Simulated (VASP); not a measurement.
## ScSiS4: single point with PBE

The system is ScSiS4.

```xyz
6
Lattice="3.4076 0.0000 0.0000 0.0000 3.4076 0.0000 0.0000 0.0000 11.0200" Properties=species:S:1:pos:R:3 pbc="T T T"
Sc    1.7038    1.7038    5.5100
Si    0.0000    0.0000    0.0000
S     0.0000    0.0000    6.8531
S     1.7038    1.7038    1.0599
S     1.7038    1.7038    9.9601
S     0.0000    0.0000    4.1670
```

The cell was built from a structure type or drawn by symmetry, and may not be a known phase.

- Program: VASP 6.6.1
- Task: single point
- Functional: PBE
- Potentials or basis: VASP PAW PBE potentials, release 64 (Sc_sv, Si, S)
- Cutoff: 520 eV
- k mesh: 12 × 12 × 4
- Occupations: gaussian, width 0.1 eV
- Spin: no spin polarisation

```json
{
 "Pressure": "-0.1 GPa",
 "Largest force": "0.118 eV/Å",
 "Band gap on the k mesh": "zero (an odd number of electrons rules out a gap without spin polarisation)"
}
```

Forces on the atoms (eV/Å):
```
Sc   0.000  0.000  0.000
Si   0.000  0.000  0.000
S    0.000  0.000  0.008
S    0.000  0.000 -0.118
S    0.000  0.000  0.118
S    0.000  0.000 -0.008
```

Stress tensor (GPa, compression positive):
```
 0.00  0.00  0.00
 0.00  0.00  0.00
 0.00  0.00 -0.31
```

Levels at points of the mesh, in eV from the Fermi level:
| k point | band 16 | band 17 | band 18 | band 19 | band 20 | band 21 | band 22 | band 23 |
| --- | --- | --- | --- | --- | --- | --- | --- | --- |
| (0.00, 0.00, 0.00) | -1.13 | -1.13 | -0.60 | -0.49 | -0.49 | -0.20 | 0.91 | 2.22 |
| (0.50, 0.00, 0.00) | -2.09 | -0.25 | 0.07 | 0.13 | 0.85 | 0.93 | 1.06 | 1.75 |
| (0.50, 0.50, 0.00) | -3.66 | -3.40 | -2.87 | -2.87 | 0.02 | 1.13 | 1.78 | 2.39 |
| (0.00, 0.00, 0.50) | -1.11 | -1.11 | -0.49 | -0.49 | -0.20 | -0.08 | 0.74 | 2.16 |
| (0.50, 0.00, 0.50) | -2.09 | -0.44 | 0.08 | 0.13 | 0.71 | 0.85 | 1.10 | 1.76 |
| (0.50, 0.50, 0.50) | -3.61 | -3.43 | -2.89 | -2.89 | 0.41 | 0.71 | 1.56 | 2.77 |

Run time: 11 min on 1 thread of Intel Xeon 8259CL, on a shared host, peak memory 0.43 GiB.
